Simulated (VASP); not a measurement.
# BN (BN (P6_3/mmc)) (P6_3/mmc) in VASP: single point with PBE

Aim: the single point of BN (BN (P6_3/mmc)) with PBE.

Everything below comes from runs of VASP 6.6.1. Logs are shortened: lines on timing, memory, paths and dates and some standing lists are left out, and cuts for length are marked.

**1. The cell of the first run**

It takes space group P6_3/mmc (No. 194, hexagonal). Conventional cell: a = 2.488 Å, b = 2.488 Å, c = 6.495 Å, α = 90.00°, β = 90.00°, γ = 120.00°. Within 1.9 Å of B (site symmetry -6m2) lie 3 N at 1.44 Å. Within 1.9 Å of N (site symmetry -6m2) lie 3 B at 1.44 Å.

**2. Single point, PBE**

Input file INCAR:

```
SYSTEM = BN
  PREC = Accurate
  ENCUT = 520
  EDIFF = 1E-6
  ISMEAR = -1
  SIGMA = 0.01
  LREAL = .False.
  LASPH = .True.
  NELM = 80
  ALGO = Normal
  ISIF = 2
  LWAVE = .False.
  LCHARG = .False.
  GGA = PE
  NBANDS = 36
```

Input file KPOINTS:

```
Automatic mesh
0
Gamma
  3 3 2
  0 0 0
```

Input file POSCAR:

```
BN
1.0
    3.7325156433      2.1549689100      0.0000000000
   -3.7325156433      2.1549689100      0.0000000000
    0.0000000000      0.0000000000      6.4954828750
B N
6 6
Direct
    0.0000000000      0.6666666667      0.2500000000
    0.3333333333      0.3333333333      0.2500000000
    0.6666666667      0.0000000000      0.2500000000
    0.0000000000      0.3333333333      0.7500000000
    0.3333333333      0.0000000000      0.7500000000
    0.6666666667      0.6666666667      0.7500000000
    0.0000000000      0.6666666667      0.7500000000
    0.3333333333      0.3333333333      0.7500000000
    0.6666666667      0.0000000000      0.7500000000
    0.0000000000      0.3333333333      0.2500000000
    0.3333333333      0.0000000000      0.2500000000
    0.6666666667      0.6666666667      0.2500000000
```

Potentials or basis: VASP PAW PBE potentials, release 64 (B, N).

Started as:

```
cat potpaw_PBE.64/B/POTCAR potpaw_PBE.64/N/POTCAR > POTCAR
mpirun -np 1 vasp_std > vasp.out
```

OUTCAR:

```text
SYSTEM = BN
   PREC = Accurate
   ENCUT = 520
   EDIFF = 1E-6
   ISMEAR = -1
   LREAL = .False.
   LASPH = .True.
   NELM = 80
   ISIF = 2
   GGA = PE

 ion  position               nearest neighbor table
   1  0.000  0.667  0.250-  11 1.44  12 1.44  10 1.44
   2  0.333  0.333  0.250-  12 1.44  11 1.44  10 1.44
   3  0.667  0.000  0.250-  10 1.44  12 1.44  11 1.44
   4  0.000  0.333  0.750-   9 1.44   8 1.44   7 1.44
   5  0.333  0.000  0.750-   7 1.44   8 1.44   9 1.44
   6  0.667  0.667  0.750-   8 1.44   7 1.44   9 1.44
   7  0.000  0.667  0.750-   5 1.44   6 1.44   4 1.44
   8  0.333  0.333  0.750-   6 1.44   5 1.44   4 1.44
   9  0.667  0.000  0.750-   4 1.44   6 1.44   5 1.44
  10  0.000  0.333  0.250-   3 1.44   2 1.44   1 1.44
  11  0.333  0.000  0.250-   1 1.44   2 1.44   3 1.44
  12  0.667  0.667  0.250-   2 1.44   1 1.44   3 1.44

  LATTYP: Found a hexagonal cell.
 ALAT       =     4.3099378221
 C/A-ratio  =     1.5070943348

  Lattice vectors:

 A1 = (   3.7325156433,   2.1549689100,   0.0000000000)
 A2 = (  -3.7325156433,   2.1549689100,   0.0000000000)
 A3 = (   0.0000000000,   0.0000000000,   6.4954828750)

Analysis of symmetry for initial positions (statically):
=====================================================================
 Subroutine PRICEL returns following result:

  LATTYP: Found a hexagonal cell.
 ALAT       =     2.4883437607
 C/A-ratio  =     2.6103639608

  Lattice vectors:

 A1 = (  -1.2441718813,  -2.1549689096,   0.0000000000)
 A2 = (   2.4883437623,  -0.0000000002,   0.0000000000)
 A3 = (   0.0000000000,   0.0000000000,   6.4954828750)

   3 primitive cells build up your supercell.

 Routine SETGRP: Setting up the symmetry group for a
 hexagonal supercell.

 Subroutine GETGRP returns: Found 24 space group operations
 (whereof 12 operations were pure point group operations)
 out of a pool of 24 trial point group operations.

The static configuration has the point symmetry D_3d.
 The point group associated with its full space group is D_6h.

Analysis of symmetry for dynamics (positions and initial velocities):
=====================================================================
 Subroutine PRICEL returns following result:

  LATTYP: Found a hexagonal cell.
 ALAT       =     2.4883437607
 C/A-ratio  =     2.6103639608

  Lattice vectors:

 A1 = (  -1.2441718813,  -2.1549689096,   0.0000000000)
 A2 = (   2.4883437623,  -0.0000000002,   0.0000000000)
 A3 = (   0.0000000000,   0.0000000000,   6.4954828750)

   3 primitive cells build up your supercell.

 Routine SETGRP: Setting up the symmetry group for a
 hexagonal supercell.

 Subroutine GETGRP returns: Found 24 space group operations
 (whereof 12 operations were pure point group operations)
 out of a pool of 24 trial point group operations.

The dynamic configuration has the point symmetry D_3d.
 The point group associated with its full space group is D_6h.

 Subroutine INISYM returns: Found 24 space group operations
 (whereof 12 operations are pure point group operations),
 and found     3 'primitive' translations

----------------------------------------------------------------------------------------

                                     Primitive cell

  volume of cell :      34.8308

  direct lattice vectors                    reciprocal lattice vectors
    -1.244171881 -2.154968910  0.000000000    -0.000000000 -0.464043818  0.000000000
     2.488343762 -0.000000000  0.000000000     0.401873734 -0.232021909  0.000000000
     0.000000000  0.000000000  6.495482875     0.000000000  0.000000000  0.153953142

  length of vectors
     2.488343761  2.488343762  6.495482875     0.464043818  0.464043817  0.153953142

  position of ions in fractional coordinates (direct lattice)
     0.333333333  0.666666667  0.250000000
     0.666666666  0.333333333  0.750000000
     0.333333333  0.666666667  0.750000000
     0.666666666  0.333333333  0.250000000

  ion indices of the primitive-cell ions
   primitive index   ion index
                 1           1
                 2           6
                 3           7
                 4          12

----------------------------------------------------------------------------------------

 KPOINTS: Automatic mesh

Automatic generation of k-mesh.
 Grid dimensions read from file:
 generate k-points for:    3    3    2

 Generating k-lattice:

  Cartesian coordinates                     Fractional coordinates (reciprocal lattice)
     0.044652637  0.077340636  0.000000000     0.333333333 -0.000000000  0.000000000
    -0.044652637  0.077340636  0.000000000    -0.000000000  0.333333333  0.000000000
     0.000000000  0.000000000  0.076976571     0.000000000  0.000000000  0.500000000

  Length of vectors
     0.089305274  0.089305274  0.076976571

  Shift w.r.t. Gamma in fractional coordinates (k-lattice)
     0.000000000  0.000000000  0.000000000

 Subroutine IBZKPT returns following result:
 ===========================================

 Found      6 irreducible k-points:

 Following reciprocal coordinates:
            Coordinates               Weight
  0.000000  0.000000  0.000000      1.000000
  0.333333  0.000000  0.000000      6.000000
  0.333333  0.333333  0.000000      2.000000
  0.000000  0.000000  0.500000      1.000000
  0.333333  0.000000  0.500000      6.000000
  0.333333  0.333333  0.500000      2.000000
   k-points           NKPTS =      6   k-points in BZ     NKDIM =      6   number of bands    NBANDS=     36
   number of dos      NEDOS =    301   number of ions     NIONS =     12
   total plane-waves  NPLWV =  49152
   dimension x,y,z NGX =    32 NGY =   32 NGZ =   48
   dimension x,y,z NGXF=    64 NGYF=   64 NGZF=   96
   ions per type =               6   6
   NGX,Y,Z   is equivalent  to a cutoff of  12.34, 12.34, 12.29 a.u.
   NGXF,Y,Z  is equivalent  to a cutoff of  24.69, 24.69, 24.57 a.u.
 SYSTEM =  BN
   PREC   = accura    normal or accurate (medium, high low for compatibility)
   ISTART =      0    job   : 0-new  1-cont  2-samecut
   ICHARG =      2    charge: 1-file 2-atom 10-const
   ISPIN  =      1    spin polarized calculation?
   LNONCOLLINEAR =      F non collinear calculations
   LSORBIT =      F    spin-orbit coupling
   LASPH  =      T    aspherical Exc in radial PAW
   ENCUT  =  520.0 eV  38.22 Ry    6.18 a.u.   8.01  8.01 12.08*2*pi/ulx,y,z
   NELM   =     80;   NELMIN=  2; NELMDL= -5     # of ELM steps
   EDIFF  = 0.1E-05   stopping-criterion for ELM
   LREAL  =      F    real-space projection
   EDIFFG = 0.1E-04   stopping-criterion for IOM
   NSW    =      0    number of steps for IOM
   IBRION =     -1    ionic relax: 0-MD 1-quasi-New 2-CG
   NFREE  =      0    steps in history (QN), initial steepest desc. (CG)
   ISIF   =      2    stress and relaxation
   ISYM   =      2    0-nonsym 1-usesym 2-fastsym
   POTIM  = 0.5000    time-step for ionic-motion
   TEBEG  =    0.0;   TEEND  =   0.0 temperature during run
   PSTRESS=    0.0 pullay stress
   NELECT =      48.0000    total number of electrons
   NUPDOWN=      -1.0000    fix difference up-down
   EMIN   =  10.00;   EMAX   =-10.00  energy-range for DOS
   EFERMI =   0.00;   METHOD = LEGACY
   ISMEAR =    -1;   SIGMA  =   0.01  broadening in eV -4-tet -1-fermi 0-gaus
   EFERMI_NEDOS =   21; number of points for ismear=-14 and -15
   IALGO  =     38    algorithm
   IMIX   =      4    mixing-type and parameters
     AMIX     =   0.40;   BMIX     =  1.00
     AMIX_MAG =   1.60;   BMIX_MAG =  1.00
  volume/ion in A,a.u.               =       8.71        58.76
  Fermi-wavevector in a.u.,A,eV,Ry     =   1.263166  2.387038 21.709310  1.595589
  Thomas-Fermi vector in A             =   2.396537
   LORBIT       =      0    0 simple, 1 ext, 2 COOP (PROOUT), +10 PAW based schemes
   GGA     = PE    functional components
   LHFCALC =     F    Hartree Fock is set to
   AEXX    =    0.0000 exact exchange contribution
   IVDW    =     0    specifies the selected vdW correction
   LEPSILON=     F    determine dielectric tensor
   LRPA    =     F    only Hartree local field effects (RPA)
 non-spin polarized calculation
  energy-cutoff  :      520.00
  volume of cell :      104.49
 maximum number of plane-waves:      2824
   NGX = 17   NGY = 17   NGZ = 25

 number of electron      48.0000001 magnetization

 Free energy of the ion-electron system (eV)
  ---------------------------------------------------
  ext. energy  EPLUGINS =         0.00000000
  ---------------------------------------------------
  free energy    TOTEN  =      -105.30046717 eV

  energy without entropy =     -105.30046717  energy(sigma->0) =     -105.30046717

 E-fermi :   2.8084     XC(G=0): -10.2532

 val. band max:        2.5427615216   @ k =   0.0000   0.0000   0.5000
 cond. band min:       6.9389807749   @ k =   0.3333   0.0000   0.0000
 fundamental gap:      4.3962192533
 Fermi energy:         2.8084186755

 k-point     1 :       0.0000    0.0000    0.0000
  band No.  band energies     occupation
      1     -15.3952      2.00000
      2     -15.0494      2.00000
      3     -11.4766      2.00000
      4     -11.4766      2.00000
      5     -11.4766      2.00000
      6     -11.4766      2.00000
[... 28 lines left out ...]
     35      14.3773      0.00000
     36      14.3773      0.00000

 k-point     2 :       0.3333    0.0000    0.0000
  band No.  band energies     occupation
      1     -14.6716      2.00000
      2     -14.3546      2.00000
      3     -12.7910      2.00000
      4     -12.5769      2.00000
      5     -11.9982      2.00000
      6     -11.9190      2.00000
[... 28 lines left out ...]
     35      14.2852      0.00000
     36      14.5422      0.00000
[... 115 lines left out ...]
     35      14.4810      0.00000
     36      14.4839      0.00000

 k-point     6 :       0.3333    0.3333    0.5000
  band No.  band energies     occupation
      1     -13.2493      2.00000
      2     -13.2493      2.00000
      3     -13.2493      2.00000
      4     -13.2493      2.00000
      5     -13.2493      2.00000
      6     -13.2493      2.00000
[... 28 lines left out ...]
     35      12.7149      0.00000
     36      12.7149      0.00000

------------------------ aborting loop because EDIFF is reached ----------------------------------------

  FORCE on cell =-STRESS in cart. coord.  units (eV):
  Direction    XX          YY          ZZ          XY          YZ          ZX
  --------------------------------------------------------------------------------------
  -------------------------------------------------------------------------------------
  Total        7.4025267      7.4025267      2.3011884      0.0000000      0.0000000     -0.0000000
  in kB      113.5027762    113.5027760     35.2840696      0.0000000      0.0000000     -0.0000000
  external PRESSURE =      87.4298739 kB  Pullay stress =       0.0000000 kB

 VOLUME and BASIS-vectors are now :
 -----------------------------------------------------------------------------
  energy-cutoff  :      520.00
  volume of cell :      104.49
      direct lattice vectors                 reciprocal lattice vectors
     3.732515643  2.154968910  0.000000000     0.133957911  0.232021909  0.000000000
    -3.732515643  2.154968910  0.000000000    -0.133957911  0.232021909  0.000000000
     0.000000000  0.000000000  6.495482875     0.000000000  0.000000000  0.153953142

 POSITION                                       TOTAL-FORCE (eV/Angst)
 -----------------------------------------------------------------------------------
     -2.48834      1.43665      1.62387         0.000000     -0.000000      0.000000
      0.00000      1.43665      1.62387         0.000000      0.000000      0.000000
      2.48834      1.43665      1.62387         0.000000     -0.000000     -0.000000
     -1.24417      0.71832      4.87161        -0.000000     -0.000000     -0.000000
      1.24417      0.71832      4.87161         0.000000      0.000000      0.000000
      0.00000      2.87329      4.87161         0.000000     -0.000000      0.000000
     -2.48834      1.43665      4.87161        -0.000000     -0.000000      0.000000
      0.00000      1.43665      4.87161        -0.000000      0.000000      0.000000
      2.48834      1.43665      4.87161        -0.000000     -0.000000      0.000000
     -1.24417      0.71832      1.62387        -0.000000      0.000000      0.000000
      1.24417      0.71832      1.62387        -0.000000     -0.000000      0.000000
      0.00000      2.87329      1.62387        -0.000000      0.000000      0.000000
 -----------------------------------------------------------------------------------
    total drift:                               -0.000000      0.000000      0.000000

  FREE ENERGIE OF THE ION-ELECTRON SYSTEM (eV)
  ---------------------------------------------------
  free  energy   TOTEN  =      -105.3004671683 eV

  energy  without entropy=     -105.3004671683  energy(sigma->0) =     -105.30046717
```

Run time: 19 s. Hardware: 1 thread of Intel Xeon Platinum 8259CL at 2.50GHz (Skylake/Cascade Lake), shared host; peak memory 0.2 GiB.

Results:

* Free energy: -105.3005 eV
* Pressure: 8.7 GPa
* Band gap on the k mesh: 4.40 eV

Stress tensor (GPa, compression positive):
```
11.35  0.00  0.00
 0.00 11.35  0.00
 0.00  0.00  3.53
```

Caveat: the k points lie up to 0.56 Å⁻¹ apart; this functional lacks dispersion, which binds the layers, so the pressure and a relaxed spacing across them are unreliable. A k mesh can miss the band edges.
